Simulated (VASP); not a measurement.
The system is Ir.

```xyz
2
Lattice="2.7201 0.0000 0.0000 -1.3601 2.3557 0.0000 0.0000 0.0000 4.4080" Properties=species:S:1:pos:R:3 pbc="T T T"
Ir    0.0000    1.5705    1.1020
Ir    1.3601    0.7852    3.3060
```

This isn't the form of Ir at room conditions, which is fcc.

Base run:

* Program: VASP 6.6.1
* Functional: PBEsol
* Potentials or basis: VASP PAW PBE potentials, release 64 (Ir)
* Cutoff: 520 eV
* k mesh: 16 × 16 × 9
* Occupations: fermi-dirac, width 0.08 eV
* Spin: no spin polarisation

Its results: band gap on the k mesh zero (bands 9 and 10 overlap by 3.31 eV); pressure 0.9 GPa.

Q: The run is repeated on the same cell with these changes: hubbard terms from none to Ir d U = 5.0 eV. What comes out?

A: Band gap on the k mesh zero (bands 9 and 10 overlap by 3.11 eV); pressure -22.3 GPa.

Caveats: the PAW data sets were made with another functional, which shifts forces and pressure a little; spin-orbit coupling is left out, which moves the levels of the heavy elements; the cell stands under tension (at least some runs); U without spin polarisation on a metal has little footing (at least some runs); the U is typed as a test and isn't derived for this compound (at least some runs).
